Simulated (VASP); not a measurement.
# Al12HO in VASP: single point with PBE

Aim: the single point of Al12HO with PBE.

Everything below comes from runs of VASP 6.6.1. Logs are shortened: lines on timing, memory, paths and dates and some standing lists are left out, and cuts for length are marked.

### Step 1. The cell of the first run

The cell holds a slab with vacuum, 14 atoms: a = 5.714 Å, b = 5.714 Å, c = 22.175 Å, α = 90.00°, β = 90.00°, γ = 90.00°.

### Step 2. Single point, PBE, collinear spin, ferromagnetic start

INCAR

```
SYSTEM = Al12HO
  PREC = Accurate
  ENCUT = 520
  EDIFF = 1E-6
  ISMEAR = 0
  SIGMA = 0.1
  LREAL = .False.
  LASPH = .True.
  NELM = 150
  ALGO = Normal
  ISIF = 2
  LWAVE = .False.
  LCHARG = .False.
  ISPIN = 2
  MAGMOM = 0 0 0 0 0 0 0 0 0 0 0 0 1 0
  LORBIT = 11
  LDIPOL = .True.
  IDIPOL = 3
  DIPOL = 0.5 0.5 0.296
  GGA = PE
  NBANDS = 38
```

KPOINTS

```
regular mesh
0
Gamma
  5 5 1
  0 0 0
```

POSCAR

```
Al12HO
1.0
    5.7143028096      0.0000000000      0.0000000000
    0.0000000000      5.7143028096      0.0000000000
    0.0000000000      0.0000000000     22.1750227687
Al O H
12 1 1
Direct
    0.2500000000      0.2500000000      0.1803831293
    0.2500000000      0.7500000000      0.1803831293
    0.7500000000      0.2500000000      0.1803831293
    0.7500000000      0.7500000000      0.1803831293
    0.0000000000      0.0000000000      0.2744094920
    0.0000000000      0.5000000000      0.2744094920
    0.5000000000      0.0000000000      0.2744094920
    0.5000000000      0.5000000000      0.2744094920
    0.2500000000      0.2500000000      0.3686590473
    0.2500000000      0.7500000000      0.3686590473
    0.7500000000      0.2500000000      0.3686590473
    0.7500000000      0.7500000000      0.3686590473
    0.5000000000      0.5000000000      0.4160096188
    0.6195268652      0.6195268652      0.4276812661
```

Potentials or basis: VASP PAW PBE potentials, release 64 (Al, O, H).

Launch:

```
cat potpaw_PBE.64/Al/POTCAR potpaw_PBE.64/O/POTCAR potpaw_PBE.64/H/POTCAR > POTCAR
mpirun -np 1 vasp_std > vasp.out
```

OUTCAR:

```text
SYSTEM = Al12HO
   PREC = Accurate
   ENCUT = 520
   EDIFF = 1E-6
   ISMEAR = 0
   LREAL = .False.
   LASPH = .True.
   NELM = 150
   ISIF = 2
   ISPIN = 2
   LORBIT = 11
   GGA = PE

 ion  position               nearest neighbor table
   1  0.250  0.250  0.180-   2 2.86   3 2.86   2 2.86   3 2.86   7 2.90   8 2.90   5 2.90   6 2.90

   2  0.250  0.750  0.180-   1 2.86   4 2.86   1 2.86   4 2.86   7 2.90   8 2.90   5 2.90   6 2.90

   3  0.750  0.250  0.180-   1 2.86   4 2.86   4 2.86   1 2.86   7 2.90   8 2.90   5 2.90   6 2.90
[... 4 lines left out ...]
                            11 2.91  12 2.91   9 2.91  10 2.91
   6  0.000  0.500  0.274-   5 2.86   8 2.86   5 2.86   8 2.86   1 2.90   2 2.90   3 2.90   4 2.90
                            11 2.91  12 2.91   9 2.91  10 2.91
   7  0.500  0.000  0.274-   5 2.86   8 2.86   8 2.86   5 2.86   1 2.90   2 2.90   3 2.90   4 2.90
                            11 2.91  12 2.91   9 2.91  10 2.91
   8  0.500  0.500  0.274-   6 2.86   7 2.86   7 2.86   6 2.86   1 2.90   2 2.90   3 2.90   4 2.90
                            11 2.91  12 2.91   9 2.91  10 2.91
   9  0.250  0.250  0.369-  13 2.28  11 2.86  10 2.86  10 2.86  11 2.86   6 2.91   7 2.91   8 2.91
                             5 2.91
  10  0.250  0.750  0.369-  13 2.28  12 2.86   9 2.86   9 2.86  12 2.86   6 2.91   7 2.91   8 2.91
                             5 2.91
  11  0.750  0.250  0.369-  13 2.28  12 2.86   9 2.86  12 2.86   9 2.86   6 2.91   7 2.91   8 2.91
                             5 2.91
  12  0.750  0.750  0.369-  14 1.68  13 2.28  10 2.86  11 2.86  11 2.86  10 2.86   7 2.91   8 2.91
                             5 2.91   6 2.91
  13  0.500  0.500  0.416-  14 1.00  10 2.28  11 2.28  12 2.28   9 2.28
  14  0.620  0.620  0.428-  13 1.00  12 1.68

  LATTYP: Found a simple tetragonal cell.
 ALAT       =     5.7143028096
 C/A-ratio  =     3.8806173750

  Lattice vectors:

 A1 = (   5.7143028096,   0.0000000000,   0.0000000000)
 A2 = (   0.0000000000,   5.7143028096,   0.0000000000)
 A3 = (   0.0000000000,   0.0000000000,  22.1750227687)

Analysis of symmetry for initial positions (statically):
=====================================================================
 Subroutine PRICEL returns:
 Original cell was already a primitive cell.

 Routine SETGRP: Setting up the symmetry group for a
 simple tetragonal supercell.

 Subroutine GETGRP returns: Found  2 space group operations
 (whereof  2 operations were pure point group operations)
 out of a pool of 16 trial point group operations.

The static configuration has the point symmetry C_1h.
[... 526 lines left out ...]
      2     -10.9221      1.00000
      3     -10.2013      1.00000
      4      -8.7762      1.00000
      5      -7.3650      1.00000
      6      -6.7445      1.00000
[... 313 lines left out ...]
     32       2.1759      0.00000
     33       2.3939      0.00000
 [bands above 33 left out]

------------------------ aborting loop because EDIFF is reached ----------------------------------------

 vacuum level on the upper side and lower side of the slab       (xc-potential included)        -0.062         0.055

  FORCE on cell =-STRESS in cart. coord.  units (eV):
  Direction    XX          YY          ZZ          XY          YZ          ZX
  --------------------------------------------------------------------------------------
  -------------------------------------------------------------------------------------
  Total       -5.8410406     -5.8410406      3.4704671      1.8550175     -1.0332916     -1.0332917
  in kB      -12.9243953    -12.9243953      7.6790579      4.1045733     -2.2863510     -2.2863513
  external PRESSURE =      -6.0565776 kB  Pullay stress =       0.0000000 kB

 VOLUME and BASIS-vectors are now :
 -----------------------------------------------------------------------------
  energy-cutoff  :      520.00
  volume of cell :      724.09
      direct lattice vectors                 reciprocal lattice vectors
     5.714302810  0.000000000  0.000000000     0.174999476  0.000000000  0.000000000
     0.000000000  5.714302810  0.000000000     0.000000000  0.174999476  0.000000000
     0.000000000  0.000000000 22.175022769     0.000000000  0.000000000  0.045095782

 POSITION                                       TOTAL-FORCE (eV/Angst)
 -----------------------------------------------------------------------------------
      1.42858      1.42858      4.00000         0.048333      0.048333      0.032376
      1.42858      4.28573      4.00000        -0.006359     -0.036538      0.012761
      4.28573      1.42858      4.00000        -0.036538     -0.006359      0.012761
      4.28573      4.28573      4.00000        -0.015291     -0.015291      0.004598
      0.00000      0.00000      6.08504        -0.028320     -0.028320     -0.208972
      0.00000      2.85715      6.08504        -0.021955      0.043031      0.130079
      2.85715      0.00000      6.08504         0.043031     -0.021955      0.130079
      2.85715      2.85715      6.08504         0.009670      0.009670     -0.181983
      1.42858      1.42858      8.17502        -0.412108     -0.412108     -0.173816
      1.42858      4.28573      8.17502        -0.169147      0.060176     -0.118809
      4.28573      1.42858      8.17502         0.060176     -0.169147     -0.118809
      4.28573      4.28573      8.17502         1.473738      1.473738     -2.222730
      2.85715      2.85715      9.22502        -0.647846     -0.647846      0.110068
      3.54016      3.54016      9.48384        -0.297383     -0.297383      2.592397
 -----------------------------------------------------------------------------------
    total drift:                               -0.000015     -0.000015      0.000059

  FREE ENERGIE OF THE ION-ELECTRON SYSTEM (eV)
  ---------------------------------------------------
  free  energy   TOTEN  =       -50.7577222103 eV

  energy  without entropy=      -50.7283876085  energy(sigma->0) =      -50.74305491

 vacuum level on the upper side and lower side of the slab         3.498         3.608

 total charge

# of ion       s       p       d       tot
------------------------------------------
    1        0.473   0.284   0.000   0.757
    2        0.472   0.286   0.000   0.759
    3        0.472   0.286   0.000   0.759
    4        0.471   0.287   0.000   0.758
    5        0.434   0.336   0.000   0.770
    6        0.432   0.325   0.000   0.756
    7        0.432   0.325   0.000   0.756
    8        0.435   0.331   0.000   0.766
    9        0.476   0.269   0.000   0.745
   10        0.463   0.275   0.000   0.738
   11        0.463   0.275   0.000   0.738
   12        0.481   0.307   0.000   0.788
   13        1.598   3.456   0.000   5.054
   14        0.615   0.125   0.000   0.740
--------------------------------------------------
tot          7.717   7.168   0.000  14.885

 magnetization (x)

# of ion       s       p       d       tot
------------------------------------------
    1        0.000   0.000   0.000   0.000
    2       -0.000   0.000   0.000  -0.000
    3       -0.000   0.000   0.000  -0.000
    4        0.000   0.000   0.000   0.000
    5       -0.000   0.000   0.000  -0.000
    6       -0.000   0.000   0.000  -0.000
    7       -0.000   0.000   0.000  -0.000
    8       -0.000  -0.000   0.000  -0.000
    9        0.000   0.000   0.000   0.000
   10        0.000   0.000   0.000   0.000
   11        0.000   0.000   0.000   0.000
   12        0.000  -0.000   0.000   0.000
   13        0.000   0.000   0.000   0.000
   14        0.000   0.000   0.000   0.000
--------------------------------------------------
tot          0.000   0.000   0.000   0.000
```

OSZICAR:

```text
N       E                     dE             d eps       ncg     rms          rms(c)
DAV:   1     0.191137586510E+03    0.19114E+03   -0.12739E+04  1368   0.789E+02
DAV:   2    -0.219005013215E+02   -0.21304E+03   -0.20263E+03  1898   0.152E+02
DAV:   3    -0.522426435458E+02   -0.30342E+02   -0.29264E+02  1950   0.527E+01
[... 24 lines left out ...]
DAV:  28    -0.507577129101E+02   -0.95257E-05   -0.32557E-07  1250   0.227E-03    0.443E-04
DAV:  29    -0.507577187366E+02   -0.58265E-05   -0.34410E-07  1272   0.230E-03    0.386E-04
DAV:  30    -0.507577209170E+02   -0.21804E-05   -0.12596E-07  1210   0.146E-03    0.346E-04
DAV:  31    -0.507577219750E+02   -0.10580E-05   -0.59035E-08  1130   0.790E-04    0.162E-04
DAV:  32    -0.507577222103E+02   -0.23533E-06   -0.15439E-08  1132   0.475E-04
   1 F= -.50757722E+02 E0= -.50743055E+02  d E =-.293346E-01  mag=     0.0000
```

stdout:

```text
POSCAR found type information on POSCAR AlO H
 POSCAR found :  3 types and      14 ions
 scaLAPACK will be used
 LDA part: xc-table for (Slater+PW92), standard interpolation
 POSCAR, INCAR and KPOINTS ok, starting setup
 FFT: planning ... GRIDC
 FFT: planning ... GRID_SOFT
 FFT: planning ... GRID
 WAVECAR not read
 entering main loop
```

Wall time 33 min (1 thread of Intel Xeon Platinum 8488C (Sapphire Rapids), shared host); peak memory 1.1 GiB.

Results:

```yaml
Free_energy: -50.7577 eV
Largest_force: 3.047 eV/Å
Net_moment: 0.00 μB per cell
Valence_electrons_inside_the_program's_atomic_spheres: Al 0.76, 0.77, 0.74, 0.79 (each value once); O 5.05; H 0.74
```

Forces in eV/Å, atoms in the order of the input:
```
Al   0.048  0.048  0.032
Al  -0.006 -0.037  0.013
Al  -0.037 -0.006  0.013
Al  -0.015 -0.015  0.005
Al  -0.028 -0.028 -0.209
Al  -0.022  0.043  0.130
Al   0.043 -0.022  0.130
Al   0.010  0.010 -0.182
Al  -0.412 -0.412 -0.174
Al  -0.169  0.060 -0.119
Al   0.060 -0.169 -0.119
Al   1.474  1.474 -2.223
O   -0.648 -0.648  0.110
H   -0.297 -0.297  2.592
```

Levels at points of the mesh, in eV from the Fermi level:
Spin up:
| k point | band 19 | band 20 | band 21 | band 22 | band 23 | band 24 | band 25 | band 26 |
| --- | --- | --- | --- | --- | --- | --- | --- | --- |
| (0.00, 0.00, 0.00) | -0.82 | -0.58 | -0.51 | -0.37 | -0.21 | 0.20 | 0.35 | 0.60 |
Spin down:
```tsv
k point	band 18	band 19	band 20	band 21	band 22	band 23	band 24	band 25	band 26	band 27
(0.00, 0.00, 0.00)	-1.79	-0.82	-0.58	-0.51	-0.37	-0.21	0.20	0.35	0.60	1.09
```
